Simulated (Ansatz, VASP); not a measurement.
## Two plane-wave programs on Au

```
CELL_PARAMETERS angstrom
2.90000 0.00000 0.00000
-1.45000 2.51147 0.00000
0.00000 0.00000 27.20000
ATOMIC_POSITIONS crystal
Au 0.33333 0.66667 0.27574
Au 0.66667 0.33333 0.36544
Au 0.33333 0.66667 0.45515
Au 0.66667 0.33333 0.54485
Au 0.33333 0.66667 0.63456
Au 0.66667 0.33333 0.72426
```

Alike in both runs: task single point; functional PBE; k mesh 11 × 11 × 1; occupations fermi-dirac, width 0.05 eV; no spin polarisation.

|  | VASP | Ansatz |
| --- | --- | --- |
| version | VASP 6.6.1 | Ansatz 0.2.0 |
| potentials or method | VASP PAW PBE potentials, release 64 (Au) | Ansatz PAW |
| plane-wave cutoff (eV) | 520 | 420 |
| valence electrons in the cell | 66 | 114 |

|  | VASP | Ansatz | Ansatz less VASP |
| --- | --- | --- | --- |
| gap on the k mesh at the Fermi level (eV) | none | none | - |
| rms of the force components (eV/Å) | 0.045 | 0.048 | +0.0021 |

Atom by atom the forces differ by 0.003 eV/Å (rms over components). A gap of «none» marks a metal or a gap that the smearing closes. VASP's potentials hold 66 valence electrons a cell and Ansatz's 114, so a difference there can come from the potentials and not from the codes.

Neither program's run includes spin-orbit coupling.
